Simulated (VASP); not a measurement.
# ScAl2 (Fd-3m) in VASP: a series of runs

The runs below take ScAl2 through single point, with r2SCAN.

Program: VASP 6.6.1. These are calculated values, not measurements. Logs are shortened: lines on timing, memory, paths and dates and some standing lists are left out, and cuts for length are marked.

## (1) The cell of the first run

It takes space group Fd-3m (No. 227, cubic). Conventional cell: a = 7.630 Å, b = 7.630 Å, c = 7.630 Å, α = 90.00°, β = 90.00°, γ = 90.00°. Sc (site symmetry -43m) has 12 Al at 3.16 Å and 4 Sc at 3.30 Å within 4.2 Å. Within 3.6 Å of Al (site symmetry -3m) lie 6 Al at 2.70 Å and 6 Sc at 3.16 Å.

## (2) Single point, r2SCAN (volume scaled by 1.03)

The input, POSCAR:

```
ScAl2
1.0
    0.0000000000      3.8150576194      3.8150576194
    3.8150576194      0.0000000000      3.8150576194
    3.8150576194      3.8150576194      0.0000000000
Sc Al
2 4
Direct
    0.5000000000      0.5000000000      0.5000000000
    0.7500000000      0.7500000000      0.7500000000
    0.1250000000      0.1250000000      0.1250000000
    0.6250000000      0.1250000000      0.1250000000
    0.1250000000      0.6250000000      0.1250000000
    0.1250000000      0.1250000000      0.6250000000
```

The input, INCAR.step1:

```
  PREC = Accurate
  ENCUT = 520
  ISMEAR = 0
  SIGMA = 0.1
  LREAL = False
  LASPH = True
  NELM = 60
  NBANDS = 26
  GGA = PE
  ALGO = Normal
  EDIFF = 1E-4
  LWAVE = True
  LCHARG = False
```

The input, INCAR.step2:

```
  PREC = Accurate
  ENCUT = 520
  EDIFF = 1E-7
  ISMEAR = 0
  SIGMA = 0.1
  LREAL = False
  LASPH = True
  NELM = 60
  ALGO = Normal
  ISIF = 2
  LWAVE = False
  LCHARG = False
  METAGGA = R2SCAN
  LMIXTAU = True
  NBANDS = 26
  ISTART = 1
```

The input, KPOINTS:

```
Automatic mesh
0
Gamma
  8 8 8
```

Potentials or basis: VASP PAW PBE potentials, release 64 (Sc_sv, Al).

Run with:

```sh
> cat potpaw_PBE.64/Sc_sv/POTCAR potpaw_PBE.64/Al/POTCAR > POTCAR
> cp INCAR.step1 INCAR
> mpirun -np 1 vasp_std > vasp.out
> cp INCAR.step2 INCAR
> mpirun -np 1 vasp_std > vasp.out
```

OUTCAR:

```text
PREC = Accurate
   ENCUT = 520
   EDIFF = 1E-7
   ISMEAR = 0
   LREAL = False
   LASPH = True
   NELM = 60
   ISIF = 2
   METAGGA = R2SCAN
   ISTART = 1

 ion  position               nearest neighbor table
   1  0.500  0.500  0.500-   3 3.16   5 3.16   6 3.16   3 3.16   4 3.16   6 3.16   3 3.16   4 3.16
                             5 3.16   6 3.16   5 3.16   4 3.16   2 3.30   2 3.30   2 3.30   2 3.30
   2  0.750  0.750  0.750-   4 3.16   5 3.16   6 3.16   3 3.16   3 3.16   4 3.16   6 3.16   3 3.16
                             5 3.16   6 3.16   4 3.16   5 3.16   1 3.30   1 3.30   1 3.30   1 3.30
   3  0.125  0.125  0.125-   4 2.70   5 2.70   6 2.70   6 2.70   5 2.70   4 2.70   1 3.16   2 3.16
                             1 3.16   2 3.16   1 3.16   2 3.16
   4  0.625  0.125  0.125-   3 2.70   6 2.70   5 2.70   3 2.70   5 2.70   6 2.70   2 3.16   2 3.16
                             1 3.16   1 3.16   2 3.16   1 3.16
   5  0.125  0.625  0.125-   3 2.70   6 2.70   3 2.70   4 2.70   6 2.70   4 2.70   2 3.16   1 3.16
                             1 3.16   2 3.16   2 3.16   1 3.16
   6  0.125  0.125  0.625-   3 2.70   3 2.70   4 2.70   5 2.70   5 2.70   4 2.70   1 3.16   2 3.16
                             1 3.16   2 3.16   1 3.16   2 3.16

  LATTYP: Found a face centered cubic cell.
 ALAT       =     7.6301152388

  Lattice vectors:

 A1 = (   0.0000000000,   3.8150576194,   3.8150576194)
 A2 = (   3.8150576194,   0.0000000000,   3.8150576194)
 A3 = (   3.8150576194,   3.8150576194,   0.0000000000)

Analysis of symmetry for initial positions (statically):
=====================================================================
 Subroutine PRICEL returns:
 Original cell was already a primitive cell.

 Routine SETGRP: Setting up the symmetry group for a
 face centered cubic supercell.

 Subroutine GETGRP returns: Found 48 space group operations
 (whereof 24 operations were pure point group operations)
 out of a pool of 48 trial point group operations.

The static configuration has the point symmetry T_d .
 The point group associated with its full space group is O_h .

Analysis of symmetry for dynamics (positions and initial velocities):
=====================================================================
 Subroutine PRICEL returns:
 Original cell was already a primitive cell.

 Routine SETGRP: Setting up the symmetry group for a
 face centered cubic supercell.

 Subroutine GETGRP returns: Found 48 space group operations
 (whereof 24 operations were pure point group operations)
 out of a pool of 48 trial point group operations.

The dynamic configuration has the point symmetry T_d .
 The point group associated with its full space group is O_h .

 Subroutine INISYM returns: Found 48 space group operations
 (whereof 24 operations are pure point group operations),
 and found     1 'primitive' translations

----------------------------------------------------------------------------------------

                                     Primitive cell

  volume of cell :     111.0538

  direct lattice vectors                    reciprocal lattice vectors
     0.000000000  3.815057619  3.815057619    -0.131059620  0.131059620  0.131059620
     3.815057619  0.000000000  3.815057619     0.131059620 -0.131059620  0.131059620
     3.815057619  3.815057619  0.000000000     0.131059620  0.131059620 -0.131059620

  length of vectors
     5.395306227  5.395306227  5.395306227     0.227001920  0.227001920  0.227001920

  position of ions in fractional coordinates (direct lattice)
     0.500000000  0.500000000  0.500000000
     0.750000000  0.750000000  0.750000000
     0.125000000  0.125000000  0.125000000
     0.625000000  0.125000000  0.125000000
     0.125000000  0.625000000  0.125000000
     0.125000000  0.125000000  0.625000000

  ion indices of the primitive-cell ions
   primitive index   ion index
                 1           1
                 2           2
                 3           3
                 4           4
                 5           5
                 6           6

----------------------------------------------------------------------------------------

 KPOINTS: Automatic mesh

Automatic generation of k-mesh.
 Grid dimensions read from file:
 generate k-points for:    8    8    8

 Generating k-lattice:

  Cartesian coordinates                     Fractional coordinates (reciprocal lattice)
    -0.016382452  0.016382452  0.016382452     0.125000000  0.000000000  0.000000000
     0.016382452 -0.016382452  0.016382452     0.000000000  0.125000000  0.000000000
     0.016382452  0.016382452 -0.016382452     0.000000000  0.000000000  0.125000000

  Length of vectors
     0.028375240  0.028375240  0.028375240

  Shift w.r.t. Gamma in fractional coordinates (k-lattice)
     0.000000000  0.000000000  0.000000000

 Subroutine IBZKPT returns following result:
 ===========================================

 Found     29 irreducible k-points:

 Following reciprocal coordinates:
            Coordinates               Weight
  0.000000  0.000000  0.000000      1.000000
  0.125000  0.000000  0.000000      8.000000
  0.250000  0.000000  0.000000      8.000000
  0.375000  0.000000  0.000000      8.000000
  0.500000  0.000000  0.000000      4.000000
  0.125000  0.125000  0.000000      6.000000
[... 16 lines left out ...]
  0.500000  0.250000  0.125000     48.000000
 -0.375000  0.250000  0.125000     24.000000
 [... further k-points ...]
   k-points           NKPTS =     29   k-points in BZ     NKDIM =     29   number of bands    NBANDS=     26
   number of dos      NEDOS =    301   number of ions     NIONS =      6
   total plane-waves  NPLWV =  64000
   dimension x,y,z NGX =    40 NGY =   40 NGZ =   40
   dimension x,y,z NGXF=    80 NGYF=   80 NGZF=   80
   ions per type =               2   4
   NGX,Y,Z   is equivalent  to a cutoff of  12.33, 12.33, 12.33 a.u.
   NGXF,Y,Z  is equivalent  to a cutoff of  24.65, 24.65, 24.65 a.u.
 SYSTEM =  unknown system
   PREC   = accura    normal or accurate (medium, high low for compatibility)
   ISTART =      1    job   : 0-new  1-cont  2-samecut
   ICHARG =      0    charge: 1-file 2-atom 10-const
   ISPIN  =      1    spin polarized calculation?
   LNONCOLLINEAR =      F non collinear calculations
   LSORBIT =      F    spin-orbit coupling
   LASPH  =      T    aspherical Exc in radial PAW
   ENCUT  =  520.0 eV  38.22 Ry    6.18 a.u.  10.03 10.03 10.03*2*pi/ulx,y,z
   NELM   =     60;   NELMIN=  2; NELMDL=  0     # of ELM steps
   EDIFF  = 0.1E-06   stopping-criterion for ELM
   LREAL  =      F    real-space projection
   EDIFFG = 0.1E-05   stopping-criterion for IOM
   NSW    =      0    number of steps for IOM
   IBRION =     -1    ionic relax: 0-MD 1-quasi-New 2-CG
   NFREE  =      0    steps in history (QN), initial steepest desc. (CG)
   ISIF   =      2    stress and relaxation
   ISYM   =      2    0-nonsym 1-usesym 2-fastsym
   POTIM  = 0.5000    time-step for ionic-motion
   TEBEG  =    0.0;   TEEND  =   0.0 temperature during run
   PSTRESS=    0.0 pullay stress
   NELECT =      34.0000    total number of electrons
   NUPDOWN=      -1.0000    fix difference up-down
   EMIN   =  10.00;   EMAX   =-10.00  energy-range for DOS
   EFERMI =   0.00;   METHOD = LEGACY
   ISMEAR =     0;   SIGMA  =   0.10  broadening in eV -4-tet -1-fermi 0-gaus
   EFERMI_NEDOS =   21; number of points for ismear=-14 and -15
   IALGO  =     38    algorithm
   IMIX   =      4    mixing-type and parameters
     AMIX     =   0.40;   BMIX     =  1.00
     AMIX_MAG =   1.60;   BMIX_MAG =  1.00
  volume/ion in A,a.u.               =      18.51       124.90
  Fermi-wavevector in a.u.,A,eV,Ry     =   1.103376  2.085078 16.564245  1.217438
  Thomas-Fermi vector in A             =   2.239833
   LORBIT       =      0    0 simple, 1 ext, 2 COOP (PROOUT), +10 PAW based schemes
   METAGGA = R2SCAN    functional components
   LHFCALC =     F    Hartree Fock is set to
   AEXX    =    0.0000 exact exchange contribution
   IVDW    =     0    specifies the selected vdW correction
   LEPSILON=     F    determine dielectric tensor
   LRPA    =     F    only Hartree local field effects (RPA)
 non-spin polarized calculation
 Gauss-broadening in eV      SIGMA  =   0.10
  energy-cutoff  :      520.00
  volume of cell :      111.05
 maximum number of plane-waves:      3028
   NGX = 21   NGY = 21   NGZ = 21

 number of electron      33.9999992 magnetization

 Free energy of the ion-electron system (eV)
  ---------------------------------------------------
  ext. energy  EPLUGINS =         0.00000000
  ---------------------------------------------------
  free energy    TOTEN  =       -52.88504048 eV

  energy without entropy =      -52.86052723  energy(sigma->0) =      -52.87278386

 E-fermi :   6.3144     XC(G=0): -10.8983

 val. band max:        6.2596100126   @ k =   0.3750   0.2500   0.0000
 cond. band min:       6.3236260864   @ k =   0.3750   0.1250   0.0000
 fundamental gap:      0.0640160738
 Fermi energy:         6.3143728745

 k-point     1 :       0.0000    0.0000    0.0000
  band No.  band energies     occupation
      1     -45.2817      2.00000
      2     -45.2459      2.00000
      3     -22.9826      2.00000
      4     -22.9826      2.00000
      5     -22.9826      2.00000
      6     -22.8826      2.00000
[... 18 lines left out ...]
     25       9.8276      0.00000
     26       9.8276      0.00000

 k-point     2 :       0.1250    0.0000    0.0000
  band No.  band energies     occupation
      1     -45.2807      2.00000
      2     -45.2469      2.00000
      3     -22.9846      2.00000
      4     -22.9845      2.00000
      5     -22.9827      2.00000
      6     -22.8832      2.00000
[... 18 lines left out ...]
     25       9.6202      0.00000
     26       9.6325      0.00000

 k-point     3 :       0.2500    0.0000    0.0000
  band No.  band energies     occupation
      1     -45.2779      2.00000
      2     -45.2496      2.00000
      3     -22.9889      2.00000
      4     -22.9888      2.00000
      5     -22.9828      2.00000
      6     -22.8844      2.00000
[... 572 lines left out ...]
 k-point    23 :       0.5000    0.2500    0.1250
  band No.  band energies     occupation
      1     -45.2720      2.00000
      2     -45.2555      2.00000
      3     -23.0042      2.00000
      4     -22.9976      2.00000
      5     -22.9648      2.00000
      6     -22.9027      2.00000
[... 18 lines left out ...]
     25       9.7239      0.00000
     26       9.8234      0.00000

 k-point    24 :      -0.3750    0.2500    0.1250
  band No.  band energies     occupation
      1     -45.2701      2.00000
      2     -45.2574      2.00000
      3     -23.0061      2.00000
      4     -22.9992      2.00000
      5     -22.9623      2.00000
      6     -22.9054      2.00000
[... 18 lines left out ...]
     25       9.5795      0.00000
     26       9.9770      0.00000

 [... further k-points ...]
[... 5 lines left out ...]
  --------------------------------------------------------------------------------------
  -------------------------------------------------------------------------------------
  Total       -1.8151001     -1.8151001     -1.8151001      0.0000000     -0.0000000      0.0000000
  in kB      -26.1865248    -26.1865248    -26.1865248      0.0000000     -0.0000000      0.0000000
  external PRESSURE =     -26.1865248 kB  Pullay stress =       0.0000000 kB

 VOLUME and BASIS-vectors are now :
 -----------------------------------------------------------------------------
  energy-cutoff  :      520.00
  volume of cell :      111.05
      direct lattice vectors                 reciprocal lattice vectors
     0.000000000  3.815057619  3.815057619    -0.131059620  0.131059620  0.131059620
     3.815057619  0.000000000  3.815057619     0.131059620 -0.131059620  0.131059620
     3.815057619  3.815057619  0.000000000     0.131059620  0.131059620 -0.131059620

 POSITION                                       TOTAL-FORCE (eV/Angst)
 -----------------------------------------------------------------------------------
      3.81506      3.81506      3.81506         0.000000      0.000000     -0.000000
      5.72259      5.72259      5.72259        -0.000000      0.000000      0.000000
      0.95376      0.95376      0.95376         0.000000     -0.000000      0.000000
      0.95376      2.86129      2.86129         0.000000     -0.000000      0.000000
      2.86129      0.95376      2.86129         0.000000     -0.000000      0.000000
      2.86129      2.86129      0.95376         0.000000     -0.000000      0.000000
 -----------------------------------------------------------------------------------
    total drift:                               -0.000000     -0.000000      0.000000

  FREE ENERGIE OF THE ION-ELECTRON SYSTEM (eV)
  ---------------------------------------------------
  free  energy   TOTEN  =       -52.8850404850 eV

  energy  without entropy=      -52.8605272280  energy(sigma->0) =      -52.87278386
```

Wall time 4.4 min (1 thread of AMD EPYC 9R45 (Zen 5), shared host); peak memory 0.26 GiB.

What came out:

```
Free energy            : -52.8850 eV
Pressure               : -2.6 GPa
Band gap on the k mesh : zero (band 17 reaches 7.07 eV, above the bottom of band 18 at 4.54 eV)
```

Levels at points of the mesh, in eV from the Fermi level:
```
           k point  band 13  band 14  band 15  band 16  band 17  band 18  band 19  band 20  band 21  band 22
(0.00, 0.00, 0.00)    -2.72    -2.50    -2.50    -2.50    -1.78    -1.78     0.38     2.15     2.15     2.15
(0.50, 0.00, 0.00)    -3.79    -2.07    -2.07    -0.35    -0.14    -0.14     1.74     1.74     1.95     2.73
(0.50, 0.50, 0.00)    -3.77    -3.77     0.29     0.29     0.75     0.75     0.88     0.88     1.08     1.08
```

Caveat: the cell differs from its parent crystal (volume scaled by 1.03); the PAW data sets were made with another functional, which shifts forces and pressure a little.

## (3) Single point, r2SCAN (volume scaled by 1.06)

POSCAR, as its differences from that of step 2:

```diff
@@ -2,5 +2,5 @@
 1.0
-    0.0000000000      3.8150576194      3.8150576194
-    3.8150576194      0.0000000000      3.8150576194
-    3.8150576194      3.8150576194      0.0000000000
+    0.0000000000      3.8517431162      3.8517431162
+    3.8517431162      0.0000000000      3.8517431162
+    3.8517431162      3.8517431162      0.0000000000
 Sc Al
```

The input, INCAR.step1:

```
ALGO = Normal
EDIFF = 1E-4
ENCUT = 520
GGA = PE
ISMEAR = 0
LASPH = T
LCHARG = F
LREAL = F
LWAVE = T
NBANDS = 26
NELM = 80
PREC = Accurate
SIGMA = 0.1
```

The input, INCAR.step2:

```
ALGO = Normal
EDIFF = 1E-6
ENCUT = 520
ISIF = 2
ISMEAR = 0
ISTART = 1
LASPH = T
LCHARG = F
LMIXTAU = T
LREAL = F
LWAVE = F
METAGGA = R2SCAN
NBANDS = 26
NELM = 80
PREC = Accurate
SIGMA = 0.1
```

The input, KPOINTS:

```
k-points
0
Gamma
  8 8 8
```

Potentials or basis: VASP PAW PBE potentials, release 64 (Sc_sv, Al).

Run with:

```sh
> cat potpaw_PBE.64/Sc_sv/POTCAR potpaw_PBE.64/Al/POTCAR > POTCAR
> cp INCAR.step1 INCAR
> mpirun -np 1 vasp_std > vasp.out
> cp INCAR.step2 INCAR
> mpirun -np 1 vasp_std > vasp.out
```

Wall time 5.6 min (1 thread of AMD EPYC 9R45 (Zen 5), shared host); peak memory 0.29 GiB.

It converged, with:

```
Free energy            : -52.8087 eV
Pressure               : -4.9 GPa
Band gap on the k mesh : zero (band 17 reaches 6.82 eV, above the bottom of band 18 at 4.36 eV)
```

Levels at points of the mesh, in eV from the Fermi level:
```
           k point  band 13  band 14  band 15  band 16  band 17  band 18  band 19  band 20  band 21  band 22
(0.00, 0.00, 0.00)    -2.67    -2.51    -2.51    -2.51    -1.73    -1.73     0.34     2.07     2.07     2.07
(0.50, 0.00, 0.00)    -3.75    -2.04    -2.04    -0.34    -0.13    -0.13     1.70     1.70     1.92     2.64
(0.50, 0.50, 0.00)    -3.71    -3.71     0.29     0.29     0.74     0.74     0.87     0.87     1.07     1.07
```

Caveat: the cell differs from its parent crystal (volume scaled by 1.06); the PAW data sets were made with another functional, which shifts forces and pressure a little.

## (4) Single point, r2SCAN

This run uses another cell than the first one, of 16.21 Å³/atom, 0.876 times its volume.

POSCAR, as its differences from that of step 3:

```diff
@@ -2,5 +2,5 @@
 1.0
-    0.0000000000      3.8517431162      3.8517431162
-    3.8517431162      0.0000000000      3.8517431162
-    3.8517431162      3.8517431162      0.0000000000
+    0.0000000000      3.6501993869      3.6501993869
+    3.6501993869      0.0000000000      3.6501993869
+    3.6501993869      3.6501993869      0.0000000000
 Sc Al
```

The input, INCAR.step1:

```
SYSTEM = ScAl2
  PREC = Accurate
  ENCUT = 520
  ISMEAR = 0
  SIGMA = 0.1
  LREAL = .FALSE.
  LASPH = .TRUE.
  NELM = 80
  NBANDS = 26
  GGA = PE
  ALGO = Normal
  EDIFF = 1E-4
  LWAVE = .TRUE.
  LCHARG = .FALSE.
```

The input, INCAR.step2:

```
SYSTEM = ScAl2
  PREC = Accurate
  ENCUT = 520
  EDIFF = 1E-7
  ISMEAR = 0
  SIGMA = 0.1
  LREAL = .FALSE.
  LASPH = .TRUE.
  NELM = 80
  ALGO = Normal
  ISIF = 2
  LWAVE = .FALSE.
  LCHARG = .FALSE.
  METAGGA = R2SCAN
  LMIXTAU = .TRUE.
  NBANDS = 26
  ISTART = 1
```

The input, KPOINTS:

```
Automatic mesh
0
G
  8 8 8
  0 0 0
```

Run with:

```sh
> cat potpaw_PBE.64/Sc_sv/POTCAR potpaw_PBE.64/Al/POTCAR > POTCAR
> cp INCAR.step1 INCAR
> mpirun -np 1 vasp_std > vasp.out
> cp INCAR.step2 INCAR
> mpirun -np 1 vasp_std > vasp.out
```

Wall time 4.2 min (1 thread of Intel Xeon Platinum 8488C (Sapphire Rapids), shared host); peak memory 0.29 GiB.

Results (log left out):

```
Free energy            : -52.5435 eV
Pressure               : 12.0 GPa
Band gap on the k mesh : zero (band 17 reaches 8.25 eV, above the bottom of band 18 at 5.42 eV)
```

Levels at points of the mesh, in eV from the Fermi level:
```
           k point  band 13  band 14  band 15  band 16  band 17  band 18  band 19  band 20  band 21  band 22
(0.00, 0.00, 0.00)    -2.92    -2.50    -2.50    -2.50    -2.01    -2.01     0.57     2.54     2.54     2.54
(0.50, 0.00, 0.00)    -4.00    -2.16    -2.16    -0.36    -0.15    -0.15     1.93     1.93     2.10     3.15
(0.50, 0.50, 0.00)    -4.01    -4.01     0.27     0.27     0.83     0.83     0.92     0.92     1.15     1.15
```

Caveat: the PAW data sets were made with another functional, which shifts forces and pressure a little.

(Continued in part 2 of 2.)
